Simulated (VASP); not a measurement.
# Sb (P6_3/mmc) in VASP: notebook

Runs on Sb. Level: PBE. Tasks: single point.

Everything below comes from runs of VASP 6.6.1. Logs are shortened: lines on timing, memory, paths and dates and some standing lists are left out, and cuts for length are marked.

**1. The cell of the first run**

It takes space group P6_3/mmc (No. 194, hexagonal). The conventional cell has a = 3.413 Å, b = 3.413 Å, c = 5.400 Å, α = 90.00°, β = 90.00°, γ = 120.00°. Within 4.4 Å of Sb (site symmetry -6m2) lie 12 Sb at 3.34 to 3.41 Å.

**2. Single point, PBE (volume scaled by 1.04)**

INCAR

```
SYSTEM = Sb
PREC     = Accurate       ! precision mode
ENCUT    = 520            ! plane-wave cutoff, eV
EDIFF    = 1E-6           ! SCF threshold, eV
ISMEAR   = -1             ! smearing method
SIGMA    = 0.05           ! smearing width, eV
LREAL    = .False.        ! projectors in reciprocal space
LASPH    = .True.         ! aspherical terms in the spheres
NELM     = 60             ! most SCF steps
ALGO     = Normal         ! electronic algorithm
ISIF     = 2              ! what is computed and relaxed
LWAVE    = .False.        ! write WAVECAR
LCHARG   = .False.        ! write CHGCAR
GGA      = PE             ! functional
NBANDS   = 12             ! bands
```

KPOINTS

```
regular mesh
0
Gamma
  12 12 7
  0 0 0
```

POSCAR

```
Sb
1.0
    3.4133342133      0.0000000000      0.0000000000
   -1.7066671067      2.9560341404      0.0000000000
    0.0000000000      0.0000000000      5.4001396224
Sb
2
Direct
    0.3333333333      0.6666666667      0.2500000000
    0.6666666667      0.3333333333      0.7500000000
```

Potentials or basis: VASP PAW PBE potentials, release 64 (Sb).

Command:

```
$ cat potpaw_PBE.64/Sb/POTCAR > POTCAR
$ mpirun -np 1 vasp_std > vasp.out
```

OUTCAR:

```text
SYSTEM = Sb
   PREC = Accurate
   ENCUT = 520
   EDIFF = 1E-6
   ISMEAR = -1
   LREAL = .False.
   LASPH = .True.
   NELM = 60
   ISIF = 2
   GGA = PE

 ion  position               nearest neighbor table
   1  0.333  0.667  0.250-   2 3.34   2 3.34   2 3.34   2 3.34   2 3.34   2 3.34
   2  0.667  0.333  0.750-   1 3.34   1 3.34   1 3.34   1 3.34   1 3.34   1 3.34

  LATTYP: Found a hexagonal cell.
 ALAT       =     3.4133342133
 C/A-ratio  =     1.5820717471

  Lattice vectors:

 A1 = (   3.4133342133,   0.0000000000,   0.0000000000)
 A2 = (  -1.7066671067,   2.9560341404,   0.0000000000)
 A3 = (   0.0000000000,   0.0000000000,   5.4001396224)

Analysis of symmetry for initial positions (statically):
=====================================================================
 Subroutine PRICEL returns:
 Original cell was already a primitive cell.

 Routine SETGRP: Setting up the symmetry group for a
 hexagonal supercell.

 Subroutine GETGRP returns: Found 24 space group operations
 (whereof 12 operations were pure point group operations)
 out of a pool of 24 trial point group operations.

The static configuration has the point symmetry D_3d.
 The point group associated with its full space group is D_6h.

Analysis of symmetry for dynamics (positions and initial velocities):
=====================================================================
 Subroutine PRICEL returns:
 Original cell was already a primitive cell.

 Routine SETGRP: Setting up the symmetry group for a
 hexagonal supercell.

 Subroutine GETGRP returns: Found 24 space group operations
 (whereof 12 operations were pure point group operations)
 out of a pool of 24 trial point group operations.

The dynamic configuration has the point symmetry D_3d.
 The point group associated with its full space group is D_6h.

 Subroutine INISYM returns: Found 24 space group operations
 (whereof 12 operations are pure point group operations),
 and found     1 'primitive' translations

----------------------------------------------------------------------------------------

                                     Primitive cell

  volume of cell :      54.4870

  direct lattice vectors                    reciprocal lattice vectors
     3.413334213  0.000000000  0.000000000     0.292968674  0.169145543  0.000000000
    -1.706667107  2.956034140  0.000000000     0.000000000  0.338291086  0.000000000
     0.000000000  0.000000000  5.400139622     0.000000000  0.000000000  0.185180397

  length of vectors
     3.413334213  3.413334213  5.400139622     0.338291086  0.338291086  0.185180397

  position of ions in fractional coordinates (direct lattice)
     0.333333333  0.666666667  0.250000000
[... 91 lines left out ...]
   EMIN   =  10.00;   EMAX   =-10.00  energy-range for DOS
   EFERMI =   0.00;   METHOD = LEGACY
   ISMEAR =    -1;   SIGMA  =   0.05  broadening in eV -4-tet -1-fermi 0-gaus
   EFERMI_NEDOS =   21; number of points for ismear=-14 and -15
   IALGO  =     38    algorithm
   IMIX   =      4    mixing-type and parameters
     AMIX     =   0.40;   BMIX     =  1.00
     AMIX_MAG =   1.60;   BMIX_MAG =  1.00
  volume/ion in A,a.u.               =      27.24       183.85
  Fermi-wavevector in a.u.,A,eV,Ry     =   0.930344  1.758096 11.776396  0.865541
  Thomas-Fermi vector in A             =   2.056723
   LORBIT       =      0    0 simple, 1 ext, 2 COOP (PROOUT), +10 PAW based schemes
   GGA     = PE    functional components
   LHFCALC =     F    Hartree Fock is set to
   AEXX    =    0.0000 exact exchange contribution
   IVDW    =     0    specifies the selected vdW correction
   LEPSILON=     F    determine dielectric tensor
   LRPA    =     F    only Hartree local field effects (RPA)
 non-spin polarized calculation
  energy-cutoff  :      520.00
  volume of cell :       54.49
 maximum number of plane-waves:      1484
 NGX is ok and might be reduce to    28
   NGX = 13   NGY = 13   NGZ = 21

 number of electron      10.0000000 magnetization

 Free energy of the ion-electron system (eV)
  ---------------------------------------------------
  ext. energy  EPLUGINS =         0.00000000
  ---------------------------------------------------
  free energy    TOTEN  =        -7.72880332 eV

  energy without entropy =       -7.71856585  energy(sigma->0) =       -7.72368458

 E-fermi :   8.4065     XC(G=0): -10.1799

 val. band max:        8.3817631429   @ k =   0.1667   0.0000   0.0000
 cond. band min:       8.4067381899   @ k =   0.3333   0.2500   0.0000
 fundamental gap:      0.0249750470
 Fermi energy:         8.4065322370

 k-point     1 :       0.0000    0.0000    0.0000
  band No.  band energies     occupation
      1      -4.4649      2.00000
      2      -0.4736      2.00000
      3       2.6844      2.00000
      4      11.5448      0.00000
      5      11.5448      0.00000
      6      13.2600      0.00000
      7      13.2600      0.00000
      8      14.1155      0.00000
      9      15.6118      0.00000
     10      17.1442      0.00000
     11      18.1078      0.00000
     12      18.1078      0.00000
[... 331 lines left out ...]
 k-point    24 :       0.3333    0.0000    0.1429
  band No.  band energies     occupation
      1      -2.5329      2.00000
      2       0.4226      2.00000
      3       4.3153      2.00000
      4       5.6828      2.00000
      5       7.3596      2.00000
      6       9.1031      0.00000
      7      10.8471      0.00000
      8      12.0936      0.00000
      9      13.3227      0.00000
     10      15.4919      0.00000
     11      17.2649      0.00000
     12      18.0901      0.00000

 [... further k-points ...]

------------------------ aborting loop because EDIFF is reached ----------------------------------------

  FORCE on cell =-STRESS in cart. coord.  units (eV):
  Direction    XX          YY          ZZ          XY          YZ          ZX
  --------------------------------------------------------------------------------------
  -------------------------------------------------------------------------------------
  Total        0.1960255      0.1960255     -0.1638263     -0.0000000     -0.0000000     -0.0000000
  in kB        5.7640783      5.7640783     -4.8172689     -0.0000000     -0.0000000     -0.0000000
  external PRESSURE =       2.2369626 kB  Pullay stress =       0.0000000 kB

 VOLUME and BASIS-vectors are now :
 -----------------------------------------------------------------------------
  energy-cutoff  :      520.00
  volume of cell :       54.49
      direct lattice vectors                 reciprocal lattice vectors
     3.413334213  0.000000000  0.000000000     0.292968674  0.169145543  0.000000000
    -1.706667107  2.956034140  0.000000000     0.000000000  0.338291086  0.000000000
     0.000000000  0.000000000  5.400139622     0.000000000  0.000000000  0.185180397

 POSITION                                       TOTAL-FORCE (eV/Angst)
 -----------------------------------------------------------------------------------
     -0.00000      1.97069      1.35003         0.000000     -0.000000      0.000000
      1.70667      0.98534      4.05010        -0.000000      0.000000      0.000000
 -----------------------------------------------------------------------------------
    total drift:                               -0.000000      0.000000      0.000000

  FREE ENERGIE OF THE ION-ELECTRON SYSTEM (eV)
  ---------------------------------------------------
  free  energy   TOTEN  =        -7.7288033152 eV

  energy  without entropy=       -7.7185658505  energy(sigma->0) =       -7.72368458
```

OSZICAR:

```text
N       E                     dE             d eps       ncg     rms          rms(c)
DAV:   1     0.325822367907E+02    0.32582E+02   -0.35832E+03  1824   0.661E+02
DAV:   2    -0.609176020174E+01   -0.38674E+02   -0.37475E+02  2412   0.107E+02
DAV:   3    -0.772526538079E+01   -0.16335E+01   -0.16158E+01  2308   0.242E+01
DAV:   4    -0.773743589077E+01   -0.12171E-01   -0.12167E-01  2060   0.255E+00
DAV:   5    -0.773756633980E+01   -0.13045E-03   -0.13045E-03  2184   0.290E-01    0.236E+00
DAV:   6    -0.773173824771E+01    0.58281E-02   -0.37115E-03  2040   0.318E-01    0.134E+00
DAV:   7    -0.772876179050E+01    0.29765E-02   -0.73061E-03  1968   0.448E-01    0.520E-02
DAV:   8    -0.772880277404E+01   -0.40984E-04   -0.13485E-04  2196   0.819E-02    0.140E-02
DAV:   9    -0.772880417123E+01   -0.13972E-05   -0.32188E-06  2088   0.131E-02    0.286E-03
DAV:  10    -0.772880331518E+01    0.85605E-06   -0.25125E-07  1272   0.323E-03
   1 F= -.77288033E+01 E0= -.77236846E+01  d E =-.102375E-01
```

Run time: 48 s. Hardware: 1 thread of Intel Xeon 6975P-C, shared host; peak memory 0.2 GiB.

Results:

```yaml
Free_energy: -7.7288 eV
Pressure: 0.2 GPa
Band_gap_on_the_k_mesh: zero (band 5 reaches 12.20 eV, above the bottom of band 6 at 5.58 eV)
```

Stress tensor (GPa, compression positive):
```
 0.58  0.00  0.00
 0.00  0.58  0.00
 0.00  0.00 -0.48
```

Caveat: spin-orbit coupling is left out, which moves the levels of the heavy elements.

**3. Single point, PBE (volume scaled by 1.06)**

INCAR

```
SYSTEM = Sb
PREC = Accurate ; ENCUT = 520
EDIFF = 1E-6 ; ISMEAR = -1
SIGMA = 0.05 ; LREAL = .FALSE.
LASPH = .TRUE. ; NELM = 80
ALGO = Normal ; ISIF = 2
LWAVE = .FALSE. ; LCHARG = .TRUE.
GGA = PE ; LELF = .TRUE.
LVHAR = .TRUE. ; NBANDS = 12
```

KPOINTS

```
Automatic mesh
0
G
  12 12 7
  0 0 0
```

POSCAR

```
Sb
1.0
    3.4350757818      0.0000000000      0.0000000000
   -1.7175378909      2.9748628909      0.0000000000
    0.0000000000      0.0000000000      5.4345363435
Sb
2
Direct
    0.3333333333      0.6666666667      0.2500000000
    0.6666666667      0.3333333333      0.7500000000
```

Potentials or basis: VASP PAW PBE potentials, release 64 (Sb).

Command:

```
$ cat potpaw_PBE.64/Sb/POTCAR > POTCAR
$ mpirun -np 1 vasp_std > vasp.out
```

Run time: 50 s. Hardware: 1 thread of Intel Xeon 6975P-C, shared host; peak memory 0.2 GiB.

It converged, with:

| Item | Value |
| --- | --- |
| Free energy | -7.7265 eV |
| Pressure | -0.9 GPa |
| Band gap on the k mesh | zero (band 5 reaches 11.86 eV, above the bottom of band 6 at 5.41 eV) |

Stress tensor (GPa, compression positive):
```
-0.58  0.00  0.00
 0.00 -0.58  0.00
 0.00  0.00 -1.59
```

Levels at points of the mesh, in eV from the Fermi level:
```
           k point  band 2  band 3  band 4  band 5  band 6  band 7  band 8  band 9
(0.00, 0.00, 0.00)   -8.85   -5.61    3.06    3.06    4.73    4.73    5.55    7.12
(0.50, 0.00, 0.00)   -8.10   -4.15   -2.79   -2.26   -0.13    0.10    3.48    4.22
```

Caveat: spin-orbit coupling is left out, which moves the levels of the heavy elements.
